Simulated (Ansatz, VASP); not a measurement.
## CuMoSe2: VASP beside Ansatz

```
Cu Mo Se
1.0
     1.91396    1.10502    6.94840
    -1.91396    1.10502    6.94840
     0.00000   -2.21005    6.94840
Cu Mo Se
1 1 2
Direct
  0.50000 0.50000 0.50000
  0.00000 0.00000 0.00000
  0.26670 0.26670 0.26670
  0.73330 0.73330 0.73330
```

Alike in both runs: task single point; functional PBE; k mesh 6 × 6 × 6; occupations gaussian, width 0.05 eV; collinear spin; Hubbard terms Mo d U = 4.0 eV.

```csv
,VASP,Ansatz
version,VASP 6.6.1,Ansatz 0.2.0
potentials or method,"VASP PAW PBE potentials, release 64 (Cu, Mo_sv, Se), cutoff 520 eV","scalar-relativistic, plane waves, PAW"
valence electrons in the cell,37,65
```

|  | VASP | Ansatz | Ansatz less VASP |
| --- | --- | --- | --- |
| gap on the k mesh at the Fermi level (eV) | 0.85 | 0.68 | -0.169 |
| least direct gap on the mesh (eV) | 1.24 | 1.14 | -0.105 |
| pressure (GPa) | 1.6 | 1.3 | -0.28 |
| traceless stress, the component that is largest in VASP (GPa) | -2.14 | -2.37 | -0.222 |
| rms of the force components (eV/Å) | 0.738 | 0.708 | -0.0302 |
| net moment per atom (μB) | 0.75 | 0.75 | 0.000 |
| size of the moment on the site where the two differ most (μB) | 2.73 | 2.34 | -0.391 |

Site moments also hang on the region over which each program counts them. The programs project onto different local orbitals, so the same U acts differently, and such runs can settle in different states. Atom by atom the forces differ by 0.030 eV/Å (rms over components). VASP's potentials hold 37 valence electrons a cell and Ansatz's 65, so a difference there can come from the potentials and not from the codes.
